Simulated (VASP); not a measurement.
# CsSn2N3 (P6/mmm) in VASP: further runs

Runs on CsSn2N3. Level: PBE. Tasks: single point, relaxation of cell and atoms.

All numbers are computed with VASP 6.6.1; they aren't measurements. Logs are shortened: lines on timing, memory, paths and dates and some standing lists are left out, and cuts for length are marked.

**1. The cell of the first run**

The structure is hexagonal, space group P6/mmm (No. 191). The conventional cell has a = 6.037 Å, b = 6.037 Å, c = 3.049 Å, α = 90.00°, β = 90.00°, γ = 120.00°. Cs (site symmetry 6/mmm) has 2 Cs at 3.05 Å and 12 N at 3.38 Å and 6 Sn at 3.49 Å within 4.0 Å. Within 3.1 Å of Sn (site symmetry -6m2) lie 6 N at 2.32 Å and 2 Sn at 3.05 Å. N (site symmetry mmm) has 4 Sn at 2.32 Å and 6 N at 3.02 to 3.05 Å within 3.1 Å.

**2. Single point, PBE**

Contents of INCAR:

```
PREC = Accurate
ENCUT = 520
EDIFF = 1E-6
ISMEAR = 0
SIGMA = 0.1
LREAL = F
LASPH = T
NELM = 60
ALGO = Normal
ISIF = 2
LWAVE = F
LCHARG = F
GGA = PE
NBANDS = 35
```

Contents of KPOINTS:

```
regular mesh
0
Gamma
  3 3 6
```

Contents of POSCAR:

```
CsSn2N3
1.0
    6.0367840979      0.0000000000      0.0000000000
   -3.0183920490      5.2280083860      0.0000000000
    0.0000000000      0.0000000000      3.0490030239
Cs Sn N
1 2 3
Direct
    0.0000000000      0.0000000000      0.0000000000
    0.3333333333      0.6666666667      0.0000000000
    0.6666666667      0.3333333333      0.0000000000
    0.5000000000      0.0000000000      0.5000000000
    0.5000000000      0.5000000000      0.5000000000
    0.0000000000      0.5000000000      0.5000000000
```

Potentials or basis: VASP PAW PBE potentials, release 64 (Cs_sv, Sn_d, N).

Started as:

```console
cat potpaw_PBE.64/Cs_sv/POTCAR potpaw_PBE.64/Sn_d/POTCAR potpaw_PBE.64/N/POTCAR > POTCAR
mpirun -np 1 vasp_std > vasp.out
```

OUTCAR:

```text
PREC = Accurate
   ENCUT = 520
   EDIFF = 1E-6
   ISMEAR = 0
   LREAL = F
   LASPH = T
   NELM = 60
   ISIF = 2
   GGA = PE

 ion  position               nearest neighbor table
   1  0.000  0.000  0.000-
   2  0.333  0.667  0.000-   6 2.32   6 2.32   4 2.32   4 2.32   5 2.32   5 2.32   3 3.49   3 3.49
                             3 3.49
   3  0.667  0.333  0.000-   6 2.32   6 2.32   4 2.32   4 2.32   5 2.32   5 2.32   2 3.49   2 3.49
                             2 3.49
   4  0.500  0.000  0.500-   2 2.32   3 2.32   2 2.32   3 2.32
   5  0.500  0.500  0.500-   2 2.32   3 2.32   2 2.32   3 2.32
   6  0.000  0.500  0.500-   2 2.32   3 2.32   2 2.32   3 2.32

  LATTYP: Found a hexagonal cell.
 ALAT       =     6.0367840979
 C/A-ratio  =     0.5050707420

  Lattice vectors:

 A1 = (   6.0367840979,   0.0000000000,   0.0000000000)
 A2 = (  -3.0183920490,   5.2280083860,   0.0000000000)
 A3 = (   0.0000000000,   0.0000000000,   3.0490030239)

Analysis of symmetry for initial positions (statically):
=====================================================================
 Subroutine PRICEL returns:
 Original cell was already a primitive cell.

 Routine SETGRP: Setting up the symmetry group for a
 hexagonal supercell.

 Subroutine GETGRP returns: Found 24 space group operations
 (whereof 24 operations were pure point group operations)
 out of a pool of 24 trial point group operations.

The static configuration has the point symmetry D_6h.

Analysis of symmetry for dynamics (positions and initial velocities):
=====================================================================
 Subroutine PRICEL returns:
 Original cell was already a primitive cell.

 Routine SETGRP: Setting up the symmetry group for a
 hexagonal supercell.

 Subroutine GETGRP returns: Found 24 space group operations
 (whereof 24 operations were pure point group operations)
 out of a pool of 24 trial point group operations.

The dynamic configuration has the point symmetry D_6h.

 Subroutine INISYM returns: Found 24 space group operations
 (whereof 24 operations are pure point group operations),
 and found     1 'primitive' translations

----------------------------------------------------------------------------------------

                                     Primitive cell

  volume of cell :      96.2276

  direct lattice vectors                    reciprocal lattice vectors
     6.036784098  0.000000000  0.000000000     0.165651112  0.095638714  0.000000000
    -3.018392049  5.228008386  0.000000000     0.000000000  0.191277428  0.000000000
[... 86 lines left out ...]
   ISIF   =      2    stress and relaxation
   ISYM   =      2    0-nonsym 1-usesym 2-fastsym
   POTIM  = 0.5000    time-step for ionic-motion
   TEBEG  =    0.0;   TEEND  =   0.0 temperature during run
   PSTRESS=    0.0 pullay stress
   NELECT =      52.0000    total number of electrons
   NUPDOWN=      -1.0000    fix difference up-down
   EMIN   =  10.00;   EMAX   =-10.00  energy-range for DOS
   EFERMI =   0.00;   METHOD = LEGACY
   ISMEAR =     0;   SIGMA  =   0.10  broadening in eV -4-tet -1-fermi 0-gaus
   EFERMI_NEDOS =   21; number of points for ismear=-14 and -15
   IALGO  =     38    algorithm
   IMIX   =      4    mixing-type and parameters
     AMIX     =   0.40;   BMIX     =  1.00
     AMIX_MAG =   1.60;   BMIX_MAG =  1.00
  volume/ion in A,a.u.               =      16.04       108.23
  Fermi-wavevector in a.u.,A,eV,Ry     =   1.333448  2.519851 24.192289  1.778083
  Thomas-Fermi vector in A             =   2.462305
   LORBIT       =      0    0 simple, 1 ext, 2 COOP (PROOUT), +10 PAW based schemes
   GGA     = PE    functional components
   LHFCALC =     F    Hartree Fock is set to
   AEXX    =    0.0000 exact exchange contribution
   IVDW    =     0    specifies the selected vdW correction
   LEPSILON=     F    determine dielectric tensor
   LRPA    =     F    only Hartree local field effects (RPA)
 non-spin polarized calculation
 Gauss-broadening in eV      SIGMA  =   0.10
  energy-cutoff  :      520.00
  volume of cell :       96.23
 maximum number of plane-waves:      2613
 NGX is ok and might be reduce to    48
   NGX = 23   NGY = 23   NGZ = 11

 number of electron      52.0000015 magnetization

 Free energy of the ion-electron system (eV)
  ---------------------------------------------------
  ext. energy  EPLUGINS =         0.00000000
  ---------------------------------------------------
  free energy    TOTEN  =       -29.38736580 eV

  energy without entropy =      -29.37831058  energy(sigma->0) =      -29.38283819

 E-fermi :   6.8888     XC(G=0): -11.0922

 val. band max:        6.8300413420   @ k =   0.0000   0.0000   0.1667
 cond. band min:       6.9869124152   @ k =   0.3333  -0.0000   0.5000
 fundamental gap:      0.1568710732
 Fermi energy:         6.8888283227

 k-point     1 :       0.0000    0.0000    0.0000
  band No.  band energies     occupation
      1     -15.2011      2.00000
      2     -14.6792      2.00000
      3     -14.6535      2.00000
      4     -14.5855      2.00000
      5     -14.5855      2.00000
      6     -14.5105      2.00000
[... 445 lines left out ...]
     34      12.3705      0.00000
     35      14.4894      0.00000

------------------------ aborting loop because EDIFF is reached ----------------------------------------

  FORCE on cell =-STRESS in cart. coord.  units (eV):
  Direction    XX          YY          ZZ          XY          YZ          ZX
  --------------------------------------------------------------------------------------
  -------------------------------------------------------------------------------------
  Total        0.1674943      0.1674943      0.2209666     -0.0000000     -0.0000000      0.0000000
  in kB        2.7887587      2.7887587      3.6790650     -0.0000000     -0.0000000      0.0000000
  external PRESSURE =       3.0855275 kB  Pullay stress =       0.0000000 kB

 VOLUME and BASIS-vectors are now :
 -----------------------------------------------------------------------------
  energy-cutoff  :      520.00
  volume of cell :       96.23
      direct lattice vectors                 reciprocal lattice vectors
     6.036784098  0.000000000  0.000000000     0.165651112  0.095638714  0.000000000
    -3.018392049  5.228008386  0.000000000     0.000000000  0.191277428  0.000000000
     0.000000000  0.000000000  3.049003024     0.000000000  0.000000000  0.327976060

 POSITION                                       TOTAL-FORCE (eV/Angst)
 -----------------------------------------------------------------------------------
      0.00000      0.00000      0.00000         0.000000      0.000000     -0.000000
     -0.00000      3.48534      0.00000        -0.000000      0.000000     -0.000000
      3.01839      1.74267      0.00000        -0.000000      0.000000      0.000000
      3.01839      0.00000      1.52450         0.000000      0.000000     -0.000000
      1.50920      2.61400      1.52450         0.000000      0.000000     -0.000000
     -1.50920      2.61400      1.52450         0.000000      0.000000     -0.000000
 -----------------------------------------------------------------------------------
    total drift:                               -0.000000      0.000000      0.000000

  FREE ENERGIE OF THE ION-ELECTRON SYSTEM (eV)
  ---------------------------------------------------
  free  energy   TOTEN  =       -29.3873658004 eV

  energy  without entropy=      -29.3783105825  energy(sigma->0) =      -29.38283819
```

OSZICAR:

```text
N       E                     dE             d eps       ncg     rms          rms(c)
DAV:   1     0.579253443615E+03    0.57925E+03   -0.25280E+04   897   0.211E+03
DAV:   2     0.634074636006E+02   -0.51585E+03   -0.49334E+03   848   0.568E+02
DAV:   3    -0.292418634822E+02   -0.92649E+02   -0.88735E+02   970   0.187E+02
DAV:   4    -0.349273932540E+02   -0.56855E+01   -0.56149E+01  1010   0.494E+01
DAV:   5    -0.350868057113E+02   -0.15941E+00   -0.15915E+00   999   0.867E+00    0.134E+01
DAV:   6    -0.294846114065E+02    0.56022E+01   -0.28546E+01  1279   0.410E+01    0.523E+00
DAV:   7    -0.294523122497E+02    0.32299E-01   -0.22835E+00   915   0.928E+00    0.293E+00
DAV:   8    -0.294036418169E+02    0.48670E-01   -0.36876E-01  1130   0.332E+00    0.683E-01
DAV:   9    -0.293866813671E+02    0.16960E-01   -0.46652E-02  1221   0.147E+00    0.212E-01
DAV:  10    -0.293873000714E+02   -0.61870E-03   -0.53919E-03   918   0.359E-01    0.114E-01
DAV:  11    -0.293873737142E+02   -0.73643E-04   -0.19485E-04  1168   0.904E-02    0.314E-02
DAV:  12    -0.293873686243E+02    0.50899E-05   -0.10691E-05  1028   0.237E-02    0.152E-02
DAV:  13    -0.293873655666E+02    0.30577E-05   -0.65907E-06   986   0.151E-02    0.151E-03
DAV:  14    -0.293873658004E+02   -0.23383E-06   -0.43106E-07   498   0.419E-03
   1 F= -.29387366E+02 E0= -.29382838E+02  d E =-.905522E-02
```

Wall time 62 s (1 thread of Oxide Virtual Turin-like, shared host); peak memory 0.2 GiB.

Results:

| Item | Value |
| --- | --- |
| Free energy | -29.3874 eV |
| Pressure | 0.3 GPa |
| Band gap on the k mesh | zero (band 26 reaches 6.83 eV, above the bottom of band 27 at 6.69 eV) |

Levels at points of the mesh, in eV from the Fermi level:
```csv
k point,band 24,band 25,band 26,band 27,band 28,band 29
"(0.00, 0.00, 0.00)",-0.37,-0.27,-0.27,-0.20,2.50,2.50
"(0.00, 0.00, 0.50)",-2.33,-0.23,-0.23,0.42,3.87,4.06
```

Caveat: the k points lie up to 0.40 Å⁻¹ apart; spin-orbit coupling is left out, which moves the levels of the heavy elements.

**3. Single point, PBE**

This run uses another cell than the first one, of 19.33 Å³/atom, 1.205 times its volume.

Contents of INCAR:

```
PREC = Accurate
ENCUT = 520
EDIFF = 1E-6
ISMEAR = 0
SIGMA = 0.1
LREAL = False
LASPH = True
NELM = 80
ALGO = Normal
ISIF = 2
LWAVE = False
LCHARG = False
GGA = PE
NBANDS = 35
```

Contents of KPOINTS:

```
Automatic mesh
0
Gamma
  6 6 6
```

Changes to POSCAR since step 2:

```diff
@@ -2,5 +2,5 @@
 1.0
-    6.0367840979      0.0000000000      0.0000000000
-   -3.0183920490      5.2280083860      0.0000000000
-    0.0000000000      0.0000000000      3.0490030239
+    6.0359804532      0.0000000000      0.0000000000
+   -3.0179902266      5.2273124091      0.0000000000
+    0.0000000000      0.0000000000      3.6754164334
 Cs Sn N
```

Potentials or basis: VASP PAW PBE potentials, release 64 (Cs_sv, Sn_d, N).

Started as:

```console
cat potpaw_PBE.64/Cs_sv/POTCAR potpaw_PBE.64/Sn_d/POTCAR potpaw_PBE.64/N/POTCAR > POTCAR
mpirun -np 1 vasp_std > vasp.out
```

It took 2.7 min on 1 thread of Oxide Virtual Turin-like, shared host; peak memory 0.27 GiB.

Results (log left out):

* Free energy: -26.8695 eV
* Pressure: -7.9 GPa
* Band gap on the k mesh: zero (band 26 reaches 5.32 eV, above the bottom of band 27 at 5.01 eV)

Stress tensor (GPa, compression positive):
```
  3.26   0.00   0.00
  0.00   3.26   0.00
  0.00   0.00 -30.24
```

Levels at points of the mesh, in eV from the Fermi level:
| k point | band 24 | band 25 | band 26 | band 27 | band 28 | band 29 |
| --- | --- | --- | --- | --- | --- | --- |
| (0.00, 0.00, 0.00) | -1.05 | 0.06 | 0.06 | 0.17 | 0.74 | 0.74 |
| (0.50, 0.00, 0.00) | -1.06 | -1.02 | -0.67 | 0.00 | 0.12 | 2.14 |
| (0.00, 0.00, 0.50) | -2.11 | 0.20 | 0.20 | 0.38 | 2.87 | 3.45 |
| (0.50, 0.00, 0.50) | -1.16 | -1.13 | -0.84 | 0.28 | 0.94 | 2.50 |

Caveat: spin-orbit coupling is left out, which moves the levels of the heavy elements.

**4. Single point, PBE**

This run uses another cell than the first one, of 16.18 Å³/atom, 1.009 times its volume.

Changes to INCAR since step 3:

```diff
@@ -7,3 +7,3 @@
 LASPH = True
-NELM = 80
+NELM = 60
 ALGO = Normal
```

Contents of KPOINTS:

```
Automatic mesh
0
Gamma
  6 6 12
```

Changes to POSCAR since step 3:

```diff
@@ -2,5 +2,5 @@
 1.0
-    6.0359804532      0.0000000000      0.0000000000
-   -3.0179902266      5.2273124091      0.0000000000
-    0.0000000000      0.0000000000      3.6754164334
+    6.0509845584      0.0000000000      0.0000000000
+   -3.0254922792      5.2403063455      0.0000000000
+    0.0000000000      0.0000000000      3.0618302166
 Cs Sn N
```

Started as:

```console
cat potpaw_PBE.64/Cs_sv/POTCAR potpaw_PBE.64/Sn_d/POTCAR potpaw_PBE.64/N/POTCAR > POTCAR
mpirun -np 1 vasp_std > vasp.out
```

It took 3.8 min on 1 thread of Oxide Virtual Turin-like, shared host; peak memory 0.28 GiB.

It converged, with:

* Free energy: -29.4251 eV
* Pressure: 0.3 GPa
* Band gap on the k mesh: zero (band 26 reaches 6.83 eV, above the bottom of band 27 at 6.55 eV)

Stress tensor (GPa, compression positive):
```
0.25 0.00 0.00
0.00 0.25 0.00
0.00 0.00 0.41
```

Levels at points of the mesh, in eV from the Fermi level:
```csv
k point,band 24,band 25,band 26,band 27,band 28,band 29
"(0.00, 0.00, 0.00)",-0.25,-0.15,-0.15,-0.09,2.63,2.63
"(0.50, 0.00, 0.00)",-0.73,-0.51,-0.15,1.17,2.53,4.44
"(0.00, 0.00, 0.50)",-2.19,-0.10,-0.10,0.51,4.03,4.22
"(0.50, 0.00, 0.50)",-1.11,-0.93,-0.56,0.17,1.79,3.34
```

Caveat: spin-orbit coupling is left out, which moves the levels of the heavy elements.

(Continued in part 2 of 2.)
